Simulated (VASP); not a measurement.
Wanted: the native input for a VASP 6.6.1 run.

* Task: relaxation of cell and atoms
* Functional: PBEsol
* Dispersion: D3(BJ)
* Potentials or basis: VASP PAW PBE potentials, release 64 (Mo_sv, S)
* Cutoff: 600 eV
* k mesh: 10 × 10 × 10
* Occupations: fermi-dirac, width 0.05 eV
* Spin: no spin polarisation
* Dipole correction: no
* Further INCAR settings: ALGO = Normal; EDIFF = 1e-06; IBRION = 2; EDIFFG = -0.01; NSW = 60; ISIF = 3

The structure of MoS2 lies in POSCAR:

```
MoS2
1.0
    1.5855000000      0.9153888518      6.1149966667
   -1.5855000000      0.9153888518      6.1149966667
    0.0000000000     -1.8307777036      6.1149966667
Mo S
1 2
Direct
    0.0000000000      0.0000000000      0.0000000000
    0.2500000000      0.2500000000      0.2500000000
    0.7500000000      0.7500000000      0.7500000000
```

The input as run:

INCAR

```
SYSTEM = MoS2
  PREC = Accurate
  ENCUT = 600
  EDIFF = 1E-6
  ISMEAR = -1
  SIGMA = 0.05
  LREAL = .False.
  LASPH = .True.
  NELM = 60
  ALGO = Normal
  ISIF = 3
  LWAVE = .False.
  LCHARG = .False.
  GGA = PS
  IVDW = 12
  IBRION = 2
  NSW = 60
  EDIFFG = -0.01
```

KPOINTS

```
regular mesh
0
Gamma
  10 10 10
  0 0 0
```

Potentials or basis: VASP PAW PBE potentials, release 64 (Mo_sv, S).

Launch:

```bash
$ cat potpaw_PBE.64/Mo_sv/POTCAR potpaw_PBE.64/S/POTCAR > POTCAR
$ mpirun -np 1 vasp_std > vasp.out
```

Results of the run:

- Relaxed volume: 15.92 Å³/atom
- Relaxed cell: a = 6.081 Å, b = 6.081 Å, c = 6.081 Å, α = 29.33°, β = 29.33°, γ = 29.33°
- Space group after relaxing (to 0.1 Å): R-3m (No. 166)
- Energy gained by relaxing: 46.3 meV/atom
- Ionic steps: 14
- Pressure after relaxing: 0.0 GPa
- Band gap on the k mesh: zero (bands 13 and 14 overlap by 0.26 eV)
- Dispersion energy per atom: -0.414 eV

Caveat: the PAW data sets were made with another functional, which shifts forces and pressure a little.

It took 35 min on 1 thread of Intel(R) Xeon(R) 6975P-C (Granite Rapids) (shared host), peak memory 0.52 GiB.
